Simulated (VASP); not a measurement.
# Sb (R-3m) in VASP: relaxation of cell and atoms with LDA

Aim: the relaxation of cell and atoms of Sb with LDA.

All numbers are computed with VASP 6.6.1; they aren't measurements. Logs are shortened: lines on timing, memory, paths and dates and some standing lists are left out, and cuts for length are marked.

### Step 1. The cell of the first run

Symmetry: R-3m, No. 166, trigonal system. Conventional cell: a = 4.308 Å, b = 4.308 Å, c = 11.274 Å, α = 90.00°, β = 90.00°, γ = 120.00°. Sb (site symmetry 3m) has 6 Sb at 2.91 to 3.35 Å within 3.8 Å.

### Step 2. Relaxation of cell and atoms, LDA

INCAR reads:

```
SYSTEM = Sb
ALGO = Normal
EDIFF = 1E-7
EDIFFG = -0.02
ENCUT = 600
IBRION = 2
ISIF = 3
ISMEAR = 0
LASPH = .TRUE.
LCHARG = .FALSE.
LREAL = .FALSE.
LWAVE = .FALSE.
NELM = 80
NSW = 60
PREC = Accurate
SIGMA = 0.05
```

KPOINTS reads:

```
k-points
0
G
  12 12 12
  0 0 0
```

POSCAR reads:

```
Sb
1.0
    4.5066620000      0.0000000000      0.0000000000
    2.4472319752      3.7843173812      0.0000000000
    2.4472319752      1.3317865548      3.5422313044
Sb
2
Direct
    0.2334900000      0.2334900000      0.2334900000
    0.7665100000      0.7665100000      0.7665100000
```

Potentials or basis: VASP PAW LDA potentials, release 64 (Sb).

Launch:

```sh
> cat potpaw_LDA.64/Sb/POTCAR > POTCAR
> mpirun -np 1 vasp_std > vasp.out
```

OUTCAR:

```text
SYSTEM = Sb
   EDIFF = 1E-7
   EDIFFG = -0.02
   ENCUT = 600
   IBRION = 2
   ISIF = 3
   ISMEAR = 0
   LASPH = .TRUE.
   LREAL = .FALSE.
   NELM = 80
   NSW = 60
   PREC = Accurate

 ion  position               nearest neighbor table
   1  0.233  0.233  0.233-   2 2.91   2 2.91   2 2.91   2 3.35   2 3.35   2 3.35
   2  0.767  0.767  0.767-   1 2.91   1 2.91   1 2.91   1 3.35   1 3.35   1 3.35

  LATTYP: Found a trigonal (rhomboedric) cell.
 ALAT       =     4.5066620000
 COS(alpha) =     0.5430254089

  Lattice vectors:

 A1 = (   4.5066620000,   0.0000000000,   0.0000000000)
 A2 = (   2.4472319752,   3.7843173812,   0.0000000000)
 A3 = (   2.4472319752,   1.3317865548,   3.5422313044)

Analysis of symmetry for initial positions (statically):
=====================================================================
 Subroutine PRICEL returns:
 Original cell was already a primitive cell.

 Routine SETGRP: Setting up the symmetry group for a
 trigonal (rhombohedral) supercell.

 Subroutine GETGRP returns: Found 12 space group operations
 (whereof 12 operations were pure point group operations)
 out of a pool of 12 trial point group operations.

The static configuration has the point symmetry D_3d.

Analysis of symmetry for dynamics (positions and initial velocities):
=====================================================================
 Subroutine PRICEL returns:
 Original cell was already a primitive cell.

 Routine SETGRP: Setting up the symmetry group for a
 trigonal (rhombohedral) supercell.

 Subroutine GETGRP returns: Found 12 space group operations
 (whereof 12 operations were pure point group operations)
 out of a pool of 12 trial point group operations.

The dynamic configuration has the point symmetry D_3d.

 Subroutine INISYM returns: Found 12 space group operations
 (whereof 12 operations are pure point group operations),
 and found     1 'primitive' translations

----------------------------------------------------------------------------------------

                                     Primitive cell

  volume of cell :      60.4115

  direct lattice vectors                    reciprocal lattice vectors
     4.506662000  0.000000000  0.000000000     0.221893721 -0.143493622 -0.099350523
     2.447231975  3.784317381  0.000000000     0.000000000  0.264248449 -0.099350523
     2.447231975  1.331786555  3.542231304     0.000000000  0.000000000  0.282307934

  length of vectors
     4.506662000  4.506662000  4.506662000     0.282307934  0.282307934  0.282307934

  position of ions in fractional coordinates (direct lattice)
     0.233490000  0.233490000  0.233490000
     0.766510000  0.766510000  0.766510000

  ion indices of the primitive-cell ions
   primitive index   ion index
                 1           1
                 2           2

----------------------------------------------------------------------------------------

 KPOINTS: k-points

Automatic generation of k-mesh.
 Grid dimensions read from file:
 generate k-points for:   12   12   12

 Generating k-lattice:

  Cartesian coordinates                     Fractional coordinates (reciprocal lattice)
     0.018491143 -0.011957802 -0.008279210     0.083333333 -0.000000000 -0.000000000
     0.000000000  0.022020704 -0.008279210     0.000000000  0.083333333 -0.000000000
     0.000000000  0.000000000  0.023525661     0.000000000  0.000000000  0.083333333

  Length of vectors
     0.023525661  0.023525661  0.023525661

  Shift w.r.t. Gamma in fractional coordinates (k-lattice)
     0.000000000  0.000000000  0.000000000

 Subroutine IBZKPT returns following result:
 ===========================================

 Found    189 irreducible k-points:

 Following reciprocal coordinates:
            Coordinates               Weight
  0.000000  0.000000  0.000000      1.000000
  0.083333 -0.000000  0.000000      6.000000
  0.166667  0.000000  0.000000      6.000000
  0.250000 -0.000000 -0.000000      6.000000
  0.333333 -0.000000 -0.000000      6.000000
  0.416667  0.000000  0.000000      6.000000
[... 16 lines left out ...]
  0.500000  0.166667  0.000000     12.000000
 -0.416667  0.166667  0.000000     12.000000
 [... further k-points ...]
   k-points           NKPTS =    189   k-points in BZ     NKDIM =    189   number of bands    NBANDS=      9
   number of dos      NEDOS =    301   number of ions     NIONS =      2
   total plane-waves  NPLWV =  46656
   dimension x,y,z NGX =    36 NGY =   36 NGZ =   36
   dimension x,y,z NGXF=    72 NGYF=   72 NGZF=   72
   ions per type =               2
   NGX,Y,Z   is equivalent  to a cutoff of  13.28, 13.28, 13.28 a.u.
   NGXF,Y,Z  is equivalent  to a cutoff of  26.56, 26.56, 26.56 a.u.
 SYSTEM =  Sb
   PREC   = accura    normal or accurate (medium, high low for compatibility)
   ISTART =      0    job   : 0-new  1-cont  2-samecut
   ICHARG =      2    charge: 1-file 2-atom 10-const
   ISPIN  =      1    spin polarized calculation?
   LNONCOLLINEAR =      F non collinear calculations
   LSORBIT =      F    spin-orbit coupling
   LASPH  =      T    aspherical Exc in radial PAW
   ENCUT  =  600.0 eV  44.10 Ry    6.64 a.u.   9.00  9.00  9.00*2*pi/ulx,y,z
   NELM   =     80;   NELMIN=  2; NELMDL= -5     # of ELM steps
   EDIFF  = 0.1E-06   stopping-criterion for ELM
   LREAL  =      F    real-space projection
   EDIFFG = -.2E-01   stopping-criterion for IOM
   NSW    =     60    number of steps for IOM
   IBRION =      2    ionic relax: 0-MD 1-quasi-New 2-CG
   NFREE  =      1    steps in history (QN), initial steepest desc. (CG)
   ISIF   =      3    stress and relaxation
   ISYM   =      2    0-nonsym 1-usesym 2-fastsym
   POTIM  = 0.5000    time-step for ionic-motion
   TEBEG  =    0.0;   TEEND  =   0.0 temperature during run
   PSTRESS=    0.0 pullay stress
   NELECT =      10.0000    total number of electrons
   NUPDOWN=      -1.0000    fix difference up-down
   EMIN   =  10.00;   EMAX   =-10.00  energy-range for DOS
   EFERMI =   0.00;   METHOD = LEGACY
   ISMEAR =     0;   SIGMA  =   0.05  broadening in eV -4-tet -1-fermi 0-gaus
   EFERMI_NEDOS =   21; number of points for ismear=-14 and -15
   IALGO  =     38    algorithm
   IMIX   =      4    mixing-type and parameters
     AMIX     =   0.40;   BMIX     =  1.00
     AMIX_MAG =   1.60;   BMIX_MAG =  1.00
  volume/ion in A,a.u.               =      30.21       203.84
  Fermi-wavevector in a.u.,A,eV,Ry     =   0.898880  1.698637 10.993305  0.807985
  Thomas-Fermi vector in A             =   2.021644
   LORBIT       =      0    0 simple, 1 ext, 2 COOP (PROOUT), +10 PAW based schemes
   GGA     = CA    functional components
   LHFCALC =     F    Hartree Fock is set to
   AEXX    =    0.0000 exact exchange contribution
   IVDW    =     0    specifies the selected vdW correction
   LEPSILON=     F    determine dielectric tensor
   LRPA    =     F    only Hartree local field effects (RPA)
 conjugate gradient relaxation of ions
 non-spin polarized calculation
 Gauss-broadening in eV      SIGMA  =   0.05
  energy-cutoff  :      600.00
  volume of cell :       60.41
 maximum number of plane-waves:      2039
   NGX = 17   NGY = 17   NGZ = 17

--------------------------------------- Ionic step        1  -------------------------------------------

 number of electron      10.0000000 magnetization

 Free energy of the ion-electron system (eV)
  ---------------------------------------------------
  ext. energy  EPLUGINS =         0.00000000
  ---------------------------------------------------
  free energy    TOTEN  =        -9.61765913 eV

  energy without entropy =       -9.61748539  energy(sigma->0) =       -9.61757226

------------------------ aborting loop because EDIFF is reached ----------------------------------------

  FORCE on cell =-STRESS in cart. coord.  units (eV):
  Direction    XX          YY          ZZ          XY          YZ          ZX
  --------------------------------------------------------------------------------------
  -------------------------------------------------------------------------------------
  Total       -0.4068296     -0.3185869     -0.2992563     -0.0682278     -0.0257074     -0.0472388
  in kB      -10.7895583     -8.4492670     -7.9365980     -1.8094739     -0.6817880     -1.2528235
  external PRESSURE =      -9.0584745 kB  Pullay stress =       0.0000000 kB
[... 237 lines left out ...]
  energy  without entropy=       -9.6289327852  energy(sigma->0) =       -9.62901431

--------------------------------------- Ionic step        8  -------------------------------------------

 number of electron      10.0000000 magnetization

 Free energy of the ion-electron system (eV)
  ---------------------------------------------------
  ext. energy  EPLUGINS =         0.00000000
  ---------------------------------------------------
  free energy    TOTEN  =        -9.62914484 eV

  energy without entropy =       -9.62898033  energy(sigma->0) =       -9.62906259

 E-fermi :   7.4283     XC(G=0):  -9.8614

 val. band max:        7.4184234643   @ k =   0.5000   0.5000   0.5000
 cond. band min:       7.4397899138   @ k =  -0.4167   0.5000   0.4167
 fundamental gap:      0.0213664494
 Fermi energy:         7.4282578052

 k-point     1 :       0.0000    0.0000    0.0000
  band No.  band energies     occupation
      1      -5.3882      2.00000
      2       2.8126      2.00000
      3       5.5008      2.00000
      4       5.6578      2.00000
      5       5.6578      2.00000
      6       9.8812      0.00000
      7      10.3459      0.00000
      8      10.3459      0.00000
      9      12.4251      0.00000
[... 265 lines left out ...]
 k-point    24 :      -0.4167    0.1667    0.0000
  band No.  band energies     occupation
      1      -2.7813      2.00000
      2      -2.1027      2.00000
      3       3.7593      2.00000
      4       5.3330      2.00000
      5       5.7830      2.00000
      6       8.4299      0.00000
      7       8.8745      0.00000
      8      10.6706      0.00000
      9      14.1211      0.00000

 [... further k-points ...]

------------------------ aborting loop because EDIFF is reached ----------------------------------------

  FORCE on cell =-STRESS in cart. coord.  units (eV):
  Direction    XX          YY          ZZ          XY          YZ          ZX
  --------------------------------------------------------------------------------------
  -------------------------------------------------------------------------------------
  Total       -0.0309886     -0.0104136     -0.0059064     -0.0159083     -0.0059940     -0.0110144
  in kB       -0.8485864     -0.2851639     -0.1617395     -0.4356288     -0.1641397     -0.3016158
  external PRESSURE =      -0.4318299 kB  Pullay stress =       0.0000000 kB
[... 17 lines left out ...]
  FREE ENERGIE OF THE ION-ELECTRON SYSTEM (eV)
  ---------------------------------------------------
  free  energy   TOTEN  =        -9.6291448439 eV

  energy  without entropy=       -9.6289803305  energy(sigma->0) =       -9.62906259

 reached required accuracy - stopping structural energy minimisation
```

It took 2.9 min on 1 thread of Intel Xeon 6975P-C (Granite Rapids), shared host; peak memory 0.26 GiB.

What came out:

```
Free energy                           : -9.6291 eV
Relaxed volume                        : 29.25 Å³/atom
Relaxed cell                          : a = 4.419 Å, b = 4.419 Å, c = 4.419 Å, α = 58.21°, β = 58.21°, γ = 58.21°
Space group after relaxing (to 0.1 Å) : R-3m (No. 166)
Energy gained by relaxing             : 5.7 meV/atom
Ionic steps                           : 8
Pressure after relaxing               : 0.0 GPa
Largest force after relaxing          : 0.012 eV/Å
Band gap on the k mesh                : zero (bands 5 and 6 overlap by 0.26 eV)
```

Forces in eV/Å, atoms in the order of the input:
```
Sb  -0.010 -0.006 -0.004
Sb   0.010  0.006  0.004
```

The path:
| step | energy change (eV) | largest force (eV/Å) | pressure (GPa) | volume (Å³) |
| --- | --- | --- | --- | --- |
| 1 | 0.0000 | 0.1158 | -0.91 | 60.41 |
| 2 | -0.0049 | 0.1954 | 0.39 | 58.93 |
| 3 | -0.0049 | 0.1907 | 0.31 | 59.01 |
| 4 | -0.0092 | 0.1044 | 0.22 | 58.73 |
| 5 | -0.0114 | 0.0037 | 0.15 | 58.34 |
| 6 | -0.0114 | 0.0071 | 0.15 | 58.32 |
| 7 | -0.0114 | 0.0154 | -0.16 | 58.63 |
| 8 | -0.0115 | 0.0122 | -0.04 | 58.51 |

Final structure:
```
Sb
1.0
     4.41844   -0.04255   -0.02946
     2.36360    3.73334   -0.02946
     2.36360    1.28627    3.50488
Sb
2
Cartesian
  2.1631 1.1772 0.8150
  6.9825 3.7999 2.6309
```

Levels at points of the mesh, in eV from the Fermi level:
```csv
k point,band 3,band 4,band 5,band 6,band 7,band 8
"(0.00, 0.00, 0.00)",-1.93,-1.77,-1.77,2.45,2.92,2.92
"(0.50, 0.00, 0.00)",-1.67,-1.50,-0.25,-0.10,0.28,0.32
"(0.50, 0.50, 0.00)",-5.60,-3.76,-3.71,1.67,5.18,5.57
"(0.50, 0.50, 0.50)",-1.18,-1.18,-0.38,-0.01,-0.01,1.02
```

Caveat: spin-orbit coupling is left out, which moves the levels of the heavy elements. Zero-point motion and thermal expansion aren't in these numbers.

The gap in the log of VASP goes by the Fermi energy; the results here count the filled bands.